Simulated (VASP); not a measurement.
# HW4C4 in VASP: further runs

Runs on HW4C4. Level: PBE. Tasks: single point.

Everything below comes from runs of VASP 6.6.1. Logs are shortened: lines on timing, memory, paths and dates and some standing lists are left out, and cuts for length are marked.

## Step 1: The cell of the first run

The cell holds a slab with vacuum, 18 atoms: a = 5.787 Å, b = 5.787 Å, c = 17.247 Å, α = 90.00°, β = 90.00°, γ = 120.00°.

## Step 2: Single point, PBE

INCAR

```
SYSTEM = HW4C4
  PREC = Accurate
  ENCUT = 520
  EDIFF = 1E-7
  ISMEAR = -1
  SIGMA = 0.05
  LREAL = Auto
  LASPH = .TRUE.
  NELM = 80
  ALGO = Normal
  ISIF = 2
  LWAVE = .FALSE.
  LCHARG = .FALSE.
  GGA = PE
  NBANDS = 88
```

KPOINTS

```
regular mesh
0
G
  4 4 1
  0 0 0
```

POSCAR

```
HW4C4
1.0
    5.7868000000      0.0000000000      0.0000000000
   -2.8934000000      5.0115160000      0.0000000000
    0.0000000000      0.0000000000     17.2472500000
W C H
8 8 2
Direct
    0.0000000000      0.0000000000      0.0579802577
   -0.0069106991      0.0005447453      0.2243877140
    0.0000000000      0.5000000000      0.0579802577
   -0.0056057371      0.4974440868      0.2219322501
    0.5000000000      0.0000000000      0.0579802577
    0.4936071803     -0.0002011367      0.2247895172
    0.5000000000      0.5000000000      0.0579802577
    0.4893061744      0.4969855429      0.2217746017
    0.3298999084      0.1655684627      0.1342841902
    0.3241435225      0.1679687344      0.2889335401
    0.3316604949      0.6685007092      0.1336935453
    0.3221089442      0.6591985339      0.2880067837
    0.8311529399      0.1659116722      0.1344981954
    0.8282657274      0.1699405928      0.2899486585
    0.8306115530      0.6664446447      0.1344071084
    0.8197877233      0.6578069391      0.2886142429
    0.7695224318      0.4499213412      0.3640495731
    0.7166573880      0.5500770625      0.3762129035
```

Potentials or basis: VASP PAW PBE potentials, release 64 (W_sv, C, H).

Started as:

```console
cat potpaw_PBE.64/W_sv/POTCAR potpaw_PBE.64/C/POTCAR potpaw_PBE.64/H/POTCAR > POTCAR
mpirun -np 1 vasp_std > vasp.out
```

OUTCAR:

```text
SYSTEM = HW4C4
   PREC = Accurate
   ENCUT = 520
   EDIFF = 1E-7
   ISMEAR = -1
   LREAL = Auto
   LASPH = .TRUE.
   NELM = 80
   ISIF = 2
   GGA = PE

 ion  position               nearest neighbor table
   1  0.000  0.000  0.058-   9 2.11  15 2.13  13 2.13   2 2.87   5 2.89   5 2.89   3 2.89   3 2.89
                             7 2.89   7 2.89
   2  0.993  0.001  0.224-  10 2.00  14 2.02  16 2.04  13 2.26  15 2.28   9 2.29   1 2.87   4 2.87
                             8 2.87   6 2.89   6 2.90   8 2.91   4 2.92
   3  0.000  0.500  0.058-  11 2.11  13 2.13  15 2.14   4 2.83   7 2.89   7 2.89   5 2.89   1 2.89
                             1 2.89   5 2.89
   4  0.994  0.497  0.222-  12 2.00  14 2.02  16 2.04  13 2.24  15 2.25  11 2.27   3 2.83   8 2.87
                             2 2.87   6 2.89   6 2.90   2 2.92   8 2.92
   5  0.500  0.000  0.058-  11 2.11  13 2.12   9 2.14   6 2.88   1 2.89   1 2.89   3 2.89   7 2.89
                             7 2.89   3 2.89
   6  0.494  1.000  0.225-  14 2.02  10 2.02  12 2.03   9 2.27  11 2.29  13 2.30   5 2.88   2 2.89
                             4 2.89   8 2.89   8 2.90   4 2.90   2 2.90
   7  0.500  0.500  0.058-  15 2.12   9 2.13  11 2.13   8 2.83   3 2.89   3 2.89   5 2.89   5 2.89
                             1 2.89   1 2.89
   8  0.489  0.497  0.222-  12 2.01  10 2.02  16 2.02  11 2.24   9 2.24  15 2.28   7 2.83   4 2.87
                             2 2.87   6 2.89   6 2.90   2 2.91   4 2.92
   9  0.330  0.166  0.134-   1 2.11   7 2.13   5 2.14   8 2.24   6 2.27   2 2.29
  10  0.324  0.168  0.289-   2 2.00   8 2.02   6 2.02
  11  0.332  0.669  0.134-   5 2.11   3 2.11   7 2.13   8 2.24   4 2.27   6 2.29
  12  0.322  0.659  0.288-   4 2.00   8 2.01   6 2.03
  13  0.831  0.166  0.134-   5 2.12   3 2.13   1 2.13   4 2.24   2 2.26   6 2.30
  14  0.828  0.170  0.290-   4 2.02   6 2.02   2 2.02
  15  0.831  0.666  0.134-   7 2.12   1 2.13   3 2.14   4 2.25   8 2.28   2 2.28
  16  0.820  0.658  0.289-   8 2.02   4 2.04   2 2.04
  17  0.770  0.450  0.364-  18 0.81
  18  0.717  0.550  0.376-  17 0.81

  LATTYP: Found a hexagonal cell.
 ALAT       =     5.7868000000
 C/A-ratio  =     2.9804468791

  Lattice vectors:

 A1 = (   5.7868000000,   0.0000000000,   0.0000000000)
 A2 = (  -2.8934000000,   5.0115160000,   0.0000000000)
 A3 = (   0.0000000000,   0.0000000000,  17.2472500000)

Analysis of symmetry for initial positions (statically):
=====================================================================
 Subroutine PRICEL returns:
 Original cell was already a primitive cell.

 Routine SETGRP: Setting up the symmetry group for a
 hexagonal supercell.

 Subroutine GETGRP returns: Found  1 space group operations
 (whereof  1 operations were pure point group operations)
 out of a pool of 24 trial point group operations.

The static configuration has the point symmetry C_1 .

Analysis of symmetry for dynamics (positions and initial velocities):
=====================================================================
 Subroutine PRICEL returns:
 Original cell was already a primitive cell.

 Routine SETGRP: Setting up the symmetry group for a
 hexagonal supercell.

 Subroutine GETGRP returns: Found  1 space group operations
 (whereof  1 operations were pure point group operations)
 out of a pool of 24 trial point group operations.

The dynamic configuration has the point symmetry C_1 .

 Subroutine INISYM returns: Found  1 space group operations
 (whereof  1 operations are pure point group operations),
 and found     1 'primitive' translations

----------------------------------------------------------------------------------------

                                     Primitive cell

  volume of cell :     500.1813

  direct lattice vectors                    reciprocal lattice vectors
     5.786800000  0.000000000  0.000000000     0.172807078  0.099770209  0.000000000
    -2.893400000  5.011516000  0.000000000     0.000000000  0.199540419  0.000000000
     0.000000000  0.000000000 17.247250000     0.000000000  0.000000000  0.057980258

  length of vectors
     5.786800000  5.786800167 17.247250000     0.199540424  0.199540419  0.057980258

  position of ions in fractional coordinates (direct lattice)
     0.000000000  0.000000000  0.057980258
     0.993089301  0.000544745  0.224387714
     0.000000000  0.500000000  0.057980258
     0.994394263  0.497444087  0.221932250
     0.500000000  0.000000000  0.057980258
     0.493607180  0.999798863  0.224789517
[... 10 lines left out ...]
     0.769522432  0.449921341  0.364049573
     0.716657388  0.550077063  0.376212903

  ion indices of the primitive-cell ions
   primitive index   ion index
                 1           1
                 2           2
                 3           3
                 4           4
                 5           5
                 6           6
[... 10 lines left out ...]
                17          17
                18          18

----------------------------------------------------------------------------------------

 KPOINTS: regular mesh

Automatic generation of k-mesh.
 Grid dimensions read from file:
 generate k-points for:    4    4    1

 Generating k-lattice:

  Cartesian coordinates                     Fractional coordinates (reciprocal lattice)
     0.043201770  0.024942552  0.000000000     0.250000000  0.000000000  0.000000000
     0.000000000  0.049885105  0.000000000     0.000000000  0.250000000  0.000000000
     0.000000000  0.000000000  0.057980258     0.000000000  0.000000000  1.000000000

  Length of vectors
     0.049885106  0.049885105  0.057980258

  Shift w.r.t. Gamma in fractional coordinates (k-lattice)
     0.000000000  0.000000000  0.000000000

 Subroutine IBZKPT returns following result:
 ===========================================

 Found     10 irreducible k-points:

 Following reciprocal coordinates:
            Coordinates               Weight
  0.000000  0.000000  0.000000      1.000000
  0.250000 -0.000000  0.000000      2.000000
  0.000000  0.250000  0.000000      2.000000
 -0.250000  0.250000  0.000000      2.000000
  0.500000 -0.000000  0.000000      1.000000
  0.000000  0.500000  0.000000      1.000000
  0.500000  0.500000  0.000000      1.000000
  0.250000  0.250000  0.000000      2.000000
 -0.250000  0.500000  0.000000      2.000000
  0.500000  0.250000  0.000000      2.000000
   k-points           NKPTS =     10   k-points in BZ     NKDIM =     10   number of bands    NBANDS=     88
   number of dos      NEDOS =    301   number of ions     NIONS =     18
   total plane-waves  NPLWV = 294912
   dimension x,y,z NGX =    48 NGY =   48 NGZ =  128
   dimension x,y,z NGXF=    96 NGYF=   96 NGZF=  256
   ions per type =               8   8   2
   NGX,Y,Z   is equivalent  to a cutoff of  13.79, 13.79, 12.34 a.u.
   NGXF,Y,Z  is equivalent  to a cutoff of  27.58, 27.58, 24.68 a.u.
 SYSTEM =  HW4C4
   PREC   = accura    normal or accurate (medium, high low for compatibility)
   ISTART =      0    job   : 0-new  1-cont  2-samecut
   ICHARG =      2    charge: 1-file 2-atom 10-const
   ISPIN  =      1    spin polarized calculation?
   LNONCOLLINEAR =      F non collinear calculations
   LSORBIT =      F    spin-orbit coupling
   LASPH  =      T    aspherical Exc in radial PAW
   ENCUT  =  520.0 eV  38.22 Ry    6.18 a.u.  10.76 10.76 32.07*2*pi/ulx,y,z
   NELM   =     80;   NELMIN=  2; NELMDL= -5     # of ELM steps
   EDIFF  = 0.1E-06   stopping-criterion for ELM
   LREAL  =      T    real-space projection
   EDIFFG = 0.1E-05   stopping-criterion for IOM
   NSW    =      0    number of steps for IOM
   IBRION =     -1    ionic relax: 0-MD 1-quasi-New 2-CG
   NFREE  =      0    steps in history (QN), initial steepest desc. (CG)
   ISIF   =      2    stress and relaxation
   ISYM   =      2    0-nonsym 1-usesym 2-fastsym
   POTIM  = 0.5000    time-step for ionic-motion
   TEBEG  =    0.0;   TEEND  =   0.0 temperature during run
   PSTRESS=    0.0 pullay stress
   NELECT =     146.0000    total number of electrons
   NUPDOWN=      -1.0000    fix difference up-down
   EMIN   =  10.00;   EMAX   =-10.00  energy-range for DOS
   EFERMI =   0.00;   METHOD = LEGACY
   ISMEAR =    -1;   SIGMA  =   0.05  broadening in eV -4-tet -1-fermi 0-gaus
   EFERMI_NEDOS =   21; number of points for ismear=-14 and -15
   IALGO  =     38    algorithm
   IMIX   =      4    mixing-type and parameters
     AMIX     =   0.40;   BMIX     =  1.00
     AMIX_MAG =   1.60;   BMIX_MAG =  1.00
  volume/ion in A,a.u.               =      27.79       187.52
  Fermi-wavevector in a.u.,A,eV,Ry     =   1.085967  2.052180 16.045682  1.179324
  Thomas-Fermi vector in A             =   2.222093
   LORBIT       =      0    0 simple, 1 ext, 2 COOP (PROOUT), +10 PAW based schemes
   GGA     = PE    functional components
   LHFCALC =     F    Hartree Fock is set to
   AEXX    =    0.0000 exact exchange contribution
   IVDW    =     0    specifies the selected vdW correction
   LEPSILON=     F    determine dielectric tensor
   LRPA    =     F    only Hartree local field effects (RPA)
 non-spin polarized calculation
  energy-cutoff  :      520.00
  volume of cell :      500.18
 maximum number of plane-waves:     13488
 NGX is ok and might be reduce to    48
   NGX = 21   NGY = 21   NGZ = 65

 number of electron     145.9999994 magnetization

 Free energy of the ion-electron system (eV)
  ---------------------------------------------------
  ext. energy  EPLUGINS =         0.00000000
  ---------------------------------------------------
  free energy    TOTEN  =      -168.35125620 eV

  energy without entropy =     -168.29505000  energy(sigma->0) =     -168.32315310

 E-fermi :   0.3300     XC(G=0):  -5.8820

 val. band max:        0.3144540730   @ k =   0.5000   0.2500   0.0000
 cond. band min:       0.4576019553   @ k =  -0.2500   0.5000   0.0000
 fundamental gap:      0.1431478823
 Fermi energy:         0.3299522589

 k-point     1 :       0.0000    0.0000    0.0000
  band No.  band energies     occupation
      1     -73.6212      2.00000
      2     -73.5760      2.00000
      3     -73.5142      2.00000
      4     -73.4902      2.00000
      5     -73.4691      2.00000
      6     -73.4611      2.00000
[... 77 lines left out ...]
     84       3.6803      0.00000
     85       3.7129      0.00000

 k-point     2 :       0.2500   -0.0000    0.0000
  band No.  band energies     occupation
      1     -73.6151      2.00000
      2     -73.5801      2.00000
      3     -73.5060      2.00000
      4     -73.4876      2.00000
      5     -73.4738      2.00000
      6     -73.4659      2.00000
[... 693 lines left out ...]
     84       2.8042      0.00000
     85       2.8982      0.00000

 k-point    10 :       0.5000    0.2500    0.0000
  band No.  band energies     occupation
      1     -73.6068      2.00000
      2     -73.5863      2.00000
      3     -73.4921      2.00000
      4     -73.4858      2.00000
      5     -73.4774      2.00000
      6     -73.4757      2.00000
[... 77 lines left out ...]
     84       2.8269      0.00000
     85       2.9532      0.00000
 [bands above 85 left out]

------------------------ aborting loop because EDIFF is reached ----------------------------------------

  FORCE on cell =-STRESS in cart. coord.  units (eV):
  Direction    XX          YY          ZZ          XY          YZ          ZX
  --------------------------------------------------------------------------------------
  -------------------------------------------------------------------------------------
  Total       13.5187711     11.4688763      5.5699234      0.7318408      0.4401198      2.3207543
  in kB       43.3032353     36.7370262     17.8415405      2.3442273      1.4097886      7.4338242
  external PRESSURE =      32.6272673 kB  Pullay stress =       0.0000000 kB

 VOLUME and BASIS-vectors are now :
 -----------------------------------------------------------------------------
  energy-cutoff  :      520.00
  volume of cell :      500.18
      direct lattice vectors                 reciprocal lattice vectors
     5.786800000  0.000000000  0.000000000     0.172807078  0.099770209  0.000000000
    -2.893400000  5.011516000  0.000000000     0.000000000  0.199540419  0.000000000
     0.000000000  0.000000000 17.247250000     0.000000000  0.000000000  0.057980258

 POSITION                                       TOTAL-FORCE (eV/Angst)
 -----------------------------------------------------------------------------------
      0.00000      0.00000      1.00000        -0.163632     -0.077989     -0.159837
      5.74523      0.00273      3.87007         0.030100     -0.023741      0.016191
     -1.44670      2.50576      1.00000        -0.197934      0.004475     -0.392684
      4.31506      2.49295      3.82772         0.031548      0.009091     -0.036604
      2.89340      0.00000      1.00000        -0.133776      0.029041     -0.227240
     -0.03641      5.01051      3.87700         0.040959      0.005368     -0.033836
[... 10 lines left out ...]
      3.15127      2.25479      6.27885         0.044081      0.099989      0.463817
      2.55556      2.75672      6.48864         0.155856      0.105999      0.182419
 -----------------------------------------------------------------------------------
    total drift:                               -0.014414     -0.002117     -0.006688

  FREE ENERGIE OF THE ION-ELECTRON SYSTEM (eV)
  ---------------------------------------------------
  free  energy   TOTEN  =      -168.3512561960 eV

  energy  without entropy=     -168.2950500038  energy(sigma->0) =     -168.32315310
```

Wall time 17 min (1 thread of Intel Xeon 6975P-C (Granite Rapids), shared host); peak memory 0.76 GiB.

Results:

- Free energy: -168.3513 eV
- Largest force: 0.477 eV/Å
- Band gap on the k mesh: zero (bands 73 and 74 overlap by 0.77 eV)

Forces in eV/Å, atoms in the order of the input:
```
W   -0.164 -0.078 -0.160
W    0.030 -0.024  0.016
W   -0.198  0.004 -0.393
W    0.032  0.009 -0.037
W   -0.134  0.029 -0.227
W    0.041  0.005 -0.034
W   -0.101  0.005 -0.437
W    0.046  0.005  0.001
C    0.010 -0.004  0.015
C    0.054 -0.017  0.121
C    0.025  0.016 -0.021
C    0.021 -0.024  0.075
C    0.023 -0.007  0.005
C    0.030  0.049  0.117
C    0.014  0.003  0.022
C    0.072 -0.178  0.289
H    0.044  0.100  0.464
H    0.156  0.106  0.182
```

Caveat: spin-orbit coupling is left out, which moves the levels of the heavy elements.

## Step 3: Single point, PBE

INCAR

```
ALGO = Normal ; EDIFF = 1E-7
ENCUT = 520 ; GGA = PE
ISIF = 2 ; ISMEAR = -1
LASPH = True ; LCHARG = False
LREAL = Auto ; LWAVE = False
NBANDS = 88 ; NELM = 100
PREC = Accurate ; SIGMA = 0.05
```

KPOINTS

```
k-points
0
Gamma
  4 4 1
```

POSCAR

```
HW4C4
1.0
    5.7868000000      0.0000000000      0.0000000000
   -2.8934000000      5.0115160000      0.0000000000
    0.0000000000      0.0000000000     17.2472500000
W C H
8 8 2
Direct
    0.0000000000      0.0000000000      0.0579802577
   -0.0136140350     -0.0188310284      0.2255954428
    0.0000000000      0.5000000000      0.0579802577
   -0.0133103215      0.4843446574      0.2221238748
    0.5000000000      0.0000000000      0.0579802577
    0.4872070387     -0.0158285437      0.2245019931
    0.5000000000      0.5000000000      0.0579802577
    0.4820391075      0.4814156036      0.2237769499
    0.3276940090      0.1592879280      0.1339526011
    0.3156494022      0.1548683073      0.2891783908
    0.3261582195      0.6590369062      0.1348456131
    0.3217540664      0.6502196142      0.2889901289
    0.8294107958      0.1608375589      0.1355801650
    0.8154346537      0.1408122812      0.2902874951
    0.8264024888      0.6589828307      0.1364780472
    0.7976073794      0.6485620319      0.3056044877
    0.8807212738      0.5017525635      0.3183671600
    0.7503935156      0.7045113694      0.3616898926
```

Potentials or basis: VASP PAW PBE potentials, release 64 (W_sv, C, H).

Started as:

```console
cat potpaw_PBE.64/W_sv/POTCAR potpaw_PBE.64/C/POTCAR potpaw_PBE.64/H/POTCAR > POTCAR
mpirun -np 1 vasp_std > vasp.out
```

Run time: 14 min. Hardware: 1 thread of Intel Xeon 6975P-C (Granite Rapids), shared host; peak memory 0.76 GiB.

Results (log left out):

| Property | Result |
| --- | --- |
| Free energy | -170.3698 eV |
| Largest force | 1.695 eV/Å |
| Band gap on the k mesh | zero (bands 73 and 74 overlap by 0.94 eV) |

Forces in eV/Å, atoms in the order of the input:
```
W   -0.186 -0.507  0.283
W    0.005  0.192 -0.278
W   -0.248 -0.348 -0.014
W    0.094  0.072 -0.281
W   -0.124 -0.265 -0.093
W    0.010  0.103  0.049
W   -0.027 -0.265  0.014
W    0.150  0.147 -0.039
C    0.034  0.018 -0.046
C    0.008  0.024  0.018
C    0.047  0.039 -0.042
C   -0.012  0.026 -0.003
C    0.014 -0.005 -0.116
C    0.040  0.276 -0.103
C    0.026  0.043 -0.152
C    0.179  0.380 -0.826
H   -0.587  0.365  1.548
H    0.576 -0.293  0.080
```

Levels at points of the mesh, in eV from the Fermi level:
| k point | band 70 | band 71 | band 72 | band 73 | band 74 | band 75 | band 76 | band 77 |
| --- | --- | --- | --- | --- | --- | --- | --- | --- |
| (0.00, 0.00, 0.00) | 0.17 | 0.28 | 0.50 | 0.51 | 0.53 | 0.94 | 1.05 | 1.06 |
| (0.50, 0.00, 0.00) | -1.06 | -0.96 | -0.79 | -0.50 | -0.43 | 0.30 | 1.04 | 1.35 |
| (0.00, 0.50, 0.00) | -1.07 | -0.89 | -0.77 | -0.47 | -0.39 | 0.22 | 1.16 | 1.42 |
| (0.50, 0.50, 0.00) | -1.06 | -0.98 | -0.71 | -0.53 | -0.39 | 0.53 | 0.95 | 1.37 |

Caveat: spin-orbit coupling is left out, which moves the levels of the heavy elements.
